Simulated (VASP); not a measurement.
Write the native input for VASP 6.6.1 that does the following.

* Task: relaxation of cell and atoms
* Functional: PBE
* Potentials or basis: VASP PAW PBE potentials, release 64 (Be, Te)
* Cutoff: 600 eV
* k mesh: 8 × 8 × 8
* Occupations: gaussian, width 0.01 eV
* Spin: no spin polarisation
* Dipole correction: no
* Further INCAR settings: ALGO = Normal; EDIFF = 1e-07; IBRION = 2; EDIFFG = -0.01; NSW = 80; ISIF = 3

The structure of BeTe lies in POSCAR:

```
BeTe
1.0
    0.0000000000      2.7700000000      2.7700000000
    2.7700000000      0.0000000000      2.7700000000
    2.7700000000      2.7700000000      0.0000000000
Be Te
1 1
Direct
    0.0000000000      0.0000000000      0.0000000000
    0.2500000000      0.2500000000      0.2500000000
```

These files were run (other wordings do the same):

INCAR

```
ALGO = Normal
EDIFF = 1E-7
EDIFFG = -0.01
ENCUT = 600
GGA = PE
IBRION = 2
ISIF = 3
ISMEAR = 0
LASPH = T
LCHARG = F
LREAL = F
LWAVE = F
NELM = 60
NSW = 80
PREC = Accurate
SIGMA = 0.01
```

KPOINTS

```
k-points
0
Gamma
  8 8 8
```

Potentials or basis: VASP PAW PBE potentials, release 64 (Be, Te).

Command:

```console
$ cat potpaw_PBE.64/Be/POTCAR potpaw_PBE.64/Te/POTCAR > POTCAR
$ mpirun -np 1 vasp_std > vasp.out
```

It gave:

- Relaxed volume: 22.76 Å³/atom
- Relaxed cell: a = 4.008 Å, b = 4.008 Å, c = 4.008 Å, α = 60.00°, β = 60.00°, γ = 60.00°
- Space group after relaxing (to 0.05 Å): F-43m (No. 216)
- Energy gained by relaxing: 19.8 meV/atom
- Ionic steps: 3
- Pressure after relaxing: 0.0 GPa
- Band gap on the k mesh: 2.02 eV, indirect (least direct gap 3.63 eV)

Caveat: spin-orbit coupling is left out, which moves the levels of the heavy elements.

Wall time 11 s on 1 thread of Intel(R) Xeon(R) 6975P-C (Granite Rapids) (shared host), peak memory 0.19 GiB.
